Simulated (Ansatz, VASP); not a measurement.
**One calculation of TiAl, two programs**

POSCAR

```
TiAl
1.0
    3.0731410823      0.0000000000      0.0000000000
    0.0000000000      3.0731410823      0.0000000000
    0.0000000000      0.0000000000      3.0731410823
Ti Al
1 1
Direct
    0.5000000000      0.5000000000      0.5000000000
    0.0000000000      0.0000000000      0.0000000000
```

File INCAR.step1:

```
SYSTEM = TiAl
PREC     = Accurate       ! precision mode
ENCUT    = 520            ! plane-wave cutoff, eV
ISMEAR   = 0              ! smearing method
SIGMA    = 0.1            ! smearing width, eV
LREAL    = .FALSE.        ! projectors in reciprocal space
LASPH    = .TRUE.         ! aspherical terms in the spheres
NELM     = 80             ! most SCF steps
NBANDS   = 14             ! bands
GGA      = PE             ! functional
ALGO     = Normal         ! electronic algorithm
EDIFF    = 1E-4           ! SCF threshold, eV
LWAVE    = .TRUE.         ! write WAVECAR
LCHARG   = .FALSE.        ! write CHGCAR
```

INCAR.step2

```
SYSTEM = TiAl
PREC     = Accurate       ! precision mode
ENCUT    = 520            ! plane-wave cutoff, eV
EDIFF    = 1E-7           ! SCF threshold, eV
ISMEAR   = 0              ! smearing method
SIGMA    = 0.1            ! smearing width, eV
LREAL    = .FALSE.        ! projectors in reciprocal space
LASPH    = .TRUE.         ! aspherical terms in the spheres
NELM     = 80             ! most SCF steps
ALGO     = Normal         ! electronic algorithm
ISIF     = 2              ! what is computed and relaxed
LWAVE    = .FALSE.        ! write WAVECAR
LCHARG   = .FALSE.        ! write CHGCAR
METAGGA  = R2SCAN         ! meta-GGA
LMIXTAU  = .TRUE.       
NBANDS   = 14             ! bands
ISTART   = 1
```

Contents of KPOINTS:

```
regular mesh
0
G
  14 14 14
  0 0 0
```

Input for Ansatz:

```yaml
crystal:
  lattice:
    - [3.0731410823, 0.0, 0.0]
    - [0.0, 3.0731410823, 0.0]
    - [0.0, 0.0, 3.0731410823]
  atoms:
    - { symbol: Ti, position: [0.5, 0.5, 0.5] }
    - { symbol: Al, position: [0.0, 0.0, 0.0] }
basis:
  ecutwfc: 500
kpoints:
  mp_grid: { grid: [14, 14, 14] }
hamiltonian:
  xc: r2scan
scf:
  occupations: { method: gaussian, width: 0.1 }
output:
  forces: true
  stress: true
  eigenvalues: true
```

Alike in both runs: task single point; functional r2SCAN; k mesh 14 × 14 × 14; occupations gaussian, width 0.1 eV; no spin polarisation.

|  | VASP | Ansatz |
| --- | --- | --- |
| version | VASP 6.6.1 | Ansatz 0.2.0 |
| potentials or method | VASP PAW PBE potentials, release 64 (Ti_sv, Al), cutoff 520 eV | scalar-relativistic, plane waves, PAW |
| valence electrons in the cell | 15 | 15 |

```tsv
	VASP	Ansatz	Ansatz less VASP
gap on the k mesh at the Fermi level (eV)	none	none	-
pressure (GPa)	13.8	13.6	-0.18
```

VASP's potentials were made for PBE, not for r2SCAN. A gap of «none» marks a metal or a gap that the smearing closes. The functional is the same, so the differences come from potentials, cutoffs and numerics.
